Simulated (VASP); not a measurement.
# W (Im-3m) in VASP: further runs, part 2 of 2

VASP 6.6.1. Earlier steps stand in the parts before.

## (3) Single point, r2SCAN (volume scaled by 0.91)

File POSCAR:

```
W
1.0
   -1.5351922092      1.5351922092      1.5351922092
    1.5351922092     -1.5351922092      1.5351922092
    1.5351922092      1.5351922092     -1.5351922092
W
1
Direct
    0.0000000000      0.0000000000      0.0000000000
```

File INCAR.step1:

```
SYSTEM = W
PREC = Accurate
ENCUT = 520
ISMEAR = 0
SIGMA = 0.1
LREAL = .FALSE.
LASPH = .TRUE.
NELM = 80
NBANDS = 13
GGA = PE
ALGO = Normal
EDIFF = 1E-4
LWAVE = .TRUE.
LCHARG = .FALSE.
```

File INCAR.step2:

```
SYSTEM = W
PREC = Accurate
ENCUT = 520
EDIFF = 1E-6
ISMEAR = 0
SIGMA = 0.1
LREAL = .FALSE.
LASPH = .TRUE.
NELM = 80
ALGO = Normal
ISIF = 2
LWAVE = .FALSE.
LCHARG = .TRUE.
METAGGA = R2SCAN
LMIXTAU = .TRUE.
LELF = .TRUE.
LVHAR = .TRUE.
NBANDS = 13
ISTART = 1
```

File KPOINTS:

```
Automatic mesh
0
G
  18 18 18
  0 0 0
```

Potentials or basis: VASP PAW PBE potentials, release 64 (W_sv).

Launch:

```bash
> cat potpaw_PBE.64/W_sv/POTCAR > POTCAR
> cp INCAR.step1 INCAR
> mpirun -np 1 vasp_std > vasp.out
> cp INCAR.step2 INCAR
> mpirun -np 1 vasp_std > vasp.out
```

OUTCAR:

```text
SYSTEM = W
   PREC = Accurate
   ENCUT = 520
   EDIFF = 1E-6
   ISMEAR = 0
   LREAL = .FALSE.
   LASPH = .TRUE.
   NELM = 80
   ISIF = 2
   METAGGA = R2SCAN
   ISTART = 1

 ion  position               nearest neighbor table
   1  0.000  0.000  0.000-

  LATTYP: Found a body centered cubic cell.
 ALAT       =     3.0703844184

  Lattice vectors:

 A1 = (  -1.5351922092,   1.5351922092,   1.5351922092)
 A2 = (   1.5351922092,  -1.5351922092,   1.5351922092)
 A3 = (   1.5351922092,   1.5351922092,  -1.5351922092)

Analysis of symmetry for initial positions (statically):
=====================================================================
 Subroutine PRICEL returns:
 Original cell was already a primitive cell.

 Routine SETGRP: Setting up the symmetry group for a
 body centered cubic supercell.

 Subroutine GETGRP returns: Found 48 space group operations
[... 9 lines left out ...]

 Routine SETGRP: Setting up the symmetry group for a
 body centered cubic supercell.

[... 149 lines left out ...]

 E-fermi :  12.6363     XC(G=0): -15.5601

 val. band max:       12.6248381665   @ k =  -0.1667   0.1667   0.0556
 cond. band min:      12.6602233506   @ k =  -0.3889   0.3889   0.2778
 fundamental gap:      0.0353851841
 Fermi energy:        12.6362792415

 k-point     1 :       0.0000    0.0000    0.0000
  band No.  band energies     occupation
      1     -63.3590      2.00000
      2     -26.0462      2.00000
      3     -26.0462      2.00000
      4     -26.0462      2.00000
      5       2.0272      2.00000
      6      11.2027      2.00000
      7      11.2027      2.00000
      8      11.2027      2.00000
      9      15.4199      0.00000
     10      15.4199      0.00000
     11      28.1052      0.00000
     12      28.1052      0.00000
     13      28.1052      0.00000
[... 354 lines left out ...]
  band No.  band energies     occupation
      1     -63.1346      2.00000
      2     -27.7706      2.00000
      3     -26.6828      2.00000
      4     -26.1428      2.00000
      5       5.9738      2.00000
      6       8.6091      2.00000
      7      12.1181      2.00000
      8      15.1413      0.00000
      9      16.7571      0.00000
     10      20.1648      0.00000
     11      25.4947      0.00000
     12      26.4407      0.00000
     13      31.7477      0.00000

 [... further k-points ...]
[... 5 lines left out ...]
  --------------------------------------------------------------------------------------
  -------------------------------------------------------------------------------------
  Total        3.5045592      3.5045592      3.5045592      0.0000000     -0.0000000      0.0000000
  in kB      387.9678280    387.9678280    387.9678280      0.0000000     -0.0000000      0.0000000
  external PRESSURE =     387.9678280 kB  Pullay stress =       0.0000000 kB

 VOLUME and BASIS-vectors are now :
 -----------------------------------------------------------------------------
  energy-cutoff  :      520.00
  volume of cell :       14.47
      direct lattice vectors                 reciprocal lattice vectors
    -1.535192209  1.535192209  1.535192209     0.000000000  0.325692117  0.325692117
     1.535192209 -1.535192209  1.535192209     0.325692117  0.000000000  0.325692117
     1.535192209  1.535192209 -1.535192209     0.325692117  0.325692117  0.000000000

 POSITION                                       TOTAL-FORCE (eV/Angst)
 -----------------------------------------------------------------------------------
      0.00000      0.00000      0.00000        -0.000000      0.000000      0.000000
 -----------------------------------------------------------------------------------
    total drift:                                0.000000     -0.000000      0.000000

  FREE ENERGIE OF THE ION-ELECTRON SYSTEM (eV)
  ---------------------------------------------------
  free  energy   TOTEN  =       -51.1812546797 eV

  energy  without entropy=      -51.1781406002  energy(sigma->0) =      -51.17969764
```

OSZICAR.step1:

```text
N       E                     dE             d eps       ncg     rms          rms(c)
DAV:   1     0.839712986697E+02    0.83971E+02   -0.74132E+03  5104   0.124E+03
DAV:   2    -0.117091869384E+02   -0.95680E+02   -0.91975E+02  5655   0.319E+02
DAV:   3    -0.132841918834E+02   -0.15750E+01   -0.15692E+01  5550   0.395E+01
DAV:   4    -0.132897241598E+02   -0.55323E-02   -0.55322E-02  5695   0.259E+00
DAV:   5    -0.132897631218E+02   -0.38962E-04   -0.38962E-04  5617   0.206E-01    0.248E+01
DAV:   6    -0.128737725817E+02    0.41599E+00   -0.31062E-01  5330   0.773E+00    0.109E+01
DAV:   7    -0.127498163028E+02    0.12396E+00   -0.19113E-01  5670   0.579E+00    0.486E-01
DAV:   8    -0.127458573771E+02    0.39589E-02   -0.44698E-03  5160   0.890E-01    0.543E-02
DAV:   9    -0.127458713584E+02   -0.13981E-04   -0.46675E-05  3950   0.900E-02
   1 F= -.12745871E+02 E0= -.12743970E+02  d E =-.380318E-02
```

Run time: 48 s. Hardware: 1 thread of Intel Xeon 6975P-C (Granite Rapids), shared host; peak memory 0.15 GiB.

What came out:

```yaml
Free_energy: -51.1813 eV
Pressure: 38.8 GPa
Band_gap_on_the_k_mesh: zero (band 7 reaches 18.70 eV, above the bottom of band 8 at 11.20 eV)
```

Caveat: the cell differs from its parent crystal (volume scaled by 0.91); the PAW data sets were made with another functional, which shifts forces and pressure a little; spin-orbit coupling is left out, which moves the levels of the heavy elements.

## (4) Single point, r2SCAN (volume scaled by 0.94)

File POSCAR:

```
W
1.0
   -1.5518803885      1.5518803885      1.5518803885
    1.5518803885     -1.5518803885      1.5518803885
    1.5518803885      1.5518803885     -1.5518803885
W
1
Direct
    0.0000000000      0.0000000000      0.0000000000
```

File INCAR.step1:

```
SYSTEM = W
PREC     = Accurate       ! precision mode
ENCUT    = 520            ! plane-wave cutoff, eV
ISMEAR   = 0              ! smearing method
SIGMA    = 0.1            ! smearing width, eV
LREAL    = .False.        ! projectors in reciprocal space
LASPH    = .True.         ! aspherical terms in the spheres
NELM     = 60             ! most SCF steps
NBANDS   = 13             ! bands
GGA      = PE             ! functional
ALGO     = Normal         ! electronic algorithm
EDIFF    = 1E-4           ! SCF threshold, eV
LWAVE    = .True.         ! write WAVECAR
LCHARG   = .False.        ! write CHGCAR
```

File INCAR.step2:

```
SYSTEM = W
PREC     = Accurate       ! precision mode
ENCUT    = 520            ! plane-wave cutoff, eV
EDIFF    = 1E-6           ! SCF threshold, eV
ISMEAR   = 0              ! smearing method
SIGMA    = 0.1            ! smearing width, eV
LREAL    = .False.        ! projectors in reciprocal space
LASPH    = .True.         ! aspherical terms in the spheres
NELM     = 60             ! most SCF steps
ALGO     = Normal         ! electronic algorithm
ISIF     = 2              ! what is computed and relaxed
LWAVE    = .False.        ! write WAVECAR
LCHARG   = .False.        ! write CHGCAR
METAGGA  = R2SCAN         ! meta-GGA
LMIXTAU  = .True.       
NBANDS   = 13             ! bands
ISTART   = 1
```

File KPOINTS:

```
Automatic mesh
0
Gamma
  18 18 18
  0 0 0
```

Launch:

```bash
> cat potpaw_PBE.64/W_sv/POTCAR > POTCAR
> cp INCAR.step1 INCAR
> mpirun -np 1 vasp_std > vasp.out
> cp INCAR.step2 INCAR
> mpirun -np 1 vasp_std > vasp.out
```

Run time: 48 s. Hardware: 1 thread of Intel Xeon 6975P-C (Granite Rapids), shared host; peak memory 0.15 GiB.

It converged, with:

```
Free energy            : -51.2749 eV
Pressure               : 24.2 GPa
Band gap on the k mesh : zero (band 7 reaches 17.94 eV, above the bottom of band 8 at 10.77 eV)
```

Levels at points of the mesh, in eV from the Fermi level:
| k point | band 5 | band 6 | band 7 | band 8 | band 9 | band 10 |
| --- | --- | --- | --- | --- | --- | --- |
| (0.00, 0.00, 0.00) | -10.44 | -1.37 | -1.37 | -1.37 | 2.71 | 2.71 |
| (0.50, 0.00, 0.00) | -6.96 | -4.04 | 0.78 | 2.59 | 3.72 | 6.91 |
| (0.50, 0.50, 0.50) | -6.53 | -6.53 | 5.80 | 5.80 | 5.80 | 9.08 |

Caveat: the cell differs from its parent crystal (volume scaled by 0.94); the PAW data sets were made with another functional, which shifts forces and pressure a little; spin-orbit coupling is left out, which moves the levels of the heavy elements.

## (5) Single point, r2SCAN (volume scaled by 0.97)

File POSCAR:

```
W
1.0
   -1.5682171720      1.5682171720      1.5682171720
    1.5682171720     -1.5682171720      1.5682171720
    1.5682171720      1.5682171720     -1.5682171720
W
1
Direct
    0.0000000000      0.0000000000      0.0000000000
```

File INCAR.step1:

```
SYSTEM = W
PREC = Accurate
ENCUT = 520
ISMEAR = 0
SIGMA = 0.1
LREAL = .False.
LASPH = .True.
NELM = 60
NBANDS = 13
GGA = PE
ALGO = Normal
EDIFF = 1E-4
LWAVE = .True.
LCHARG = .False.
```

File INCAR.step2:

```
SYSTEM = W
PREC = Accurate
ENCUT = 520
EDIFF = 1E-6
ISMEAR = 0
SIGMA = 0.1
LREAL = .False.
LASPH = .True.
NELM = 60
ALGO = Normal
ISIF = 2
LWAVE = .False.
LCHARG = .True.
METAGGA = R2SCAN
LMIXTAU = .True.
LELF = .True.
LVHAR = .True.
NBANDS = 13
ISTART = 1
```

File KPOINTS:

```
regular mesh
0
Gamma
  18 18 18
  0 0 0
```

Launch:

```bash
> cat potpaw_PBE.64/W_sv/POTCAR > POTCAR
> cp INCAR.step1 INCAR
> mpirun -np 1 vasp_std > vasp.out
> cp INCAR.step2 INCAR
> mpirun -np 1 vasp_std > vasp.out
```

Run time: 45 s. Hardware: 1 thread of Intel Xeon 6975P-C (Granite Rapids), shared host; peak memory 0.15 GiB.

Results (log left out):

| Property | Result |
| --- | --- |
| Free energy | -51.3283 eV |
| Pressure | 11.8 GPa |
| Band gap on the k mesh | zero (band 7 reaches 17.23 eV, above the bottom of band 8 at 10.36 eV) |

Levels at points of the mesh, in eV from the Fermi level:
| k point | band 3 | band 4 | band 5 | band 6 | band 7 | band 8 | band 9 | band 10 | band 11 | band 12 |
| --- | --- | --- | --- | --- | --- | --- | --- | --- | --- | --- |
| (0.00, 0.00, 0.00) | -38.88 | -38.88 | -10.27 | -1.32 | -1.32 | -1.32 | 2.63 | 2.63 | 15.33 | 15.33 |
| (0.50, 0.00, 0.00) | -39.36 | -38.89 | -6.74 | -3.88 | 0.64 | 2.49 | 3.58 | 6.60 | 12.14 | 12.15 |
| (0.50, 0.50, 0.50) | -39.92 | -39.92 | -6.25 | -6.25 | 5.55 | 5.55 | 5.55 | 8.79 | 8.79 | 8.79 |

Caveat: the cell differs from its parent crystal (volume scaled by 0.97); the PAW data sets were made with another functional, which shifts forces and pressure a little; spin-orbit coupling is left out, which moves the levels of the heavy elements.

## (6) Single point, r2SCAN

This run uses another cell than the first one, of 15.90 Å³/atom, 1.136 times its volume.

File POSCAR:

```
W
1.0
   -1.5842204934      1.5842204934      1.5842204934
    1.5842204934     -1.5842204934      1.5842204934
    1.5842204934      1.5842204934     -1.5842204934
W
1
Direct
    0.0000000000      0.0000000000      0.0000000000
```

File INCAR.step1:

```
SYSTEM = W
PREC     = Accurate       ! precision mode
ENCUT    = 520            ! plane-wave cutoff, eV
ISMEAR   = 0              ! smearing method
SIGMA    = 0.1            ! smearing width, eV
LREAL    = .False.        ! projectors in reciprocal space
LASPH    = .True.         ! aspherical terms in the spheres
NELM     = 100            ! most SCF steps
NBANDS   = 13             ! bands
GGA      = PE             ! functional
ALGO     = Normal         ! electronic algorithm
EDIFF    = 1E-4           ! SCF threshold, eV
LWAVE    = .True.         ! write WAVECAR
LCHARG   = .False.        ! write CHGCAR
```

File INCAR.step2:

```
SYSTEM = W
PREC     = Accurate       ! precision mode
ENCUT    = 520            ! plane-wave cutoff, eV
EDIFF    = 1E-6           ! SCF threshold, eV
ISMEAR   = 0              ! smearing method
SIGMA    = 0.1            ! smearing width, eV
LREAL    = .False.        ! projectors in reciprocal space
LASPH    = .True.         ! aspherical terms in the spheres
NELM     = 100            ! most SCF steps
ALGO     = Normal         ! electronic algorithm
ISIF     = 2              ! what is computed and relaxed
LWAVE    = .False.        ! write WAVECAR
LCHARG   = .False.        ! write CHGCAR
METAGGA  = R2SCAN         ! meta-GGA
LMIXTAU  = .True.       
NBANDS   = 13             ! bands
ISTART   = 1
```

File KPOINTS:

```
Automatic mesh
0
Gamma
  18 18 18
  0 0 0
```

Potentials or basis: VASP PAW PBE potentials, release 64 (W_sv).

Launch:

```bash
> cat potpaw_PBE.64/W_sv/POTCAR > POTCAR
> cp INCAR.step1 INCAR
> mpirun -np 1 vasp_std > vasp.out
> cp INCAR.step2 INCAR
> mpirun -np 1 vasp_std > vasp.out
```

Wall time 45 s (1 thread of Intel Xeon 6975P-C (Granite Rapids), shared host); peak memory 0.16 GiB.

It converged, with:

* Free energy: -51.3476 eV
* Pressure: 1.2 GPa
* Band gap on the k mesh: zero (band 7 reaches 16.56 eV, above the bottom of band 8 at 9.97 eV)

Levels at points of the mesh, in eV from the Fermi level:
| k point | band 5 | band 6 | band 7 | band 8 | band 9 | band 10 |
| --- | --- | --- | --- | --- | --- | --- |
| (0.00, 0.00, 0.00) | -10.10 | -1.27 | -1.27 | -1.27 | 2.57 | 2.57 |
| (0.50, 0.00, 0.00) | -6.53 | -3.73 | 0.52 | 2.40 | 3.45 | 6.32 |
| (0.50, 0.50, 0.50) | -5.98 | -5.98 | 5.32 | 5.32 | 5.32 | 8.53 |

Caveat: the PAW data sets were made with another functional, which shifts forces and pressure a little; spin-orbit coupling is left out, which moves the levels of the heavy elements.

## (7) The runs side by side

| cell | gap on the mesh (eV) | pressure (GPa) |
| --- | --- | --- |
| a = 2.629 Å, angles 109.5°, 1 atom | none | 55.6 |
| a = 2.659 Å, angles 109.5°, 1 atom | none | 38.8 |
| a = 2.688 Å, angles 109.5°, 1 atom | none | 24.2 |
| a = 2.716 Å, angles 109.5°, 1 atom | none | 11.8 |
| a = 2.744 Å, angles 109.5°, 1 atom | none | 1.2 |

Alike in all rows: task single point; level r2SCAN; potentials or basis VASP PAW PBE potentials, release 64 (W_sv); no spin polarisation; k mesh 18 × 18 × 18; cutoff (eV) 520; smearing gaussian 0.1 eV.

Caveats: the PAW data sets were made with another functional, which shifts forces and pressure a little; spin-orbit coupling is left out, which moves the levels of the heavy elements.

Total energies depend on the potentials used, so only differences within one code and one set of settings carry meaning.
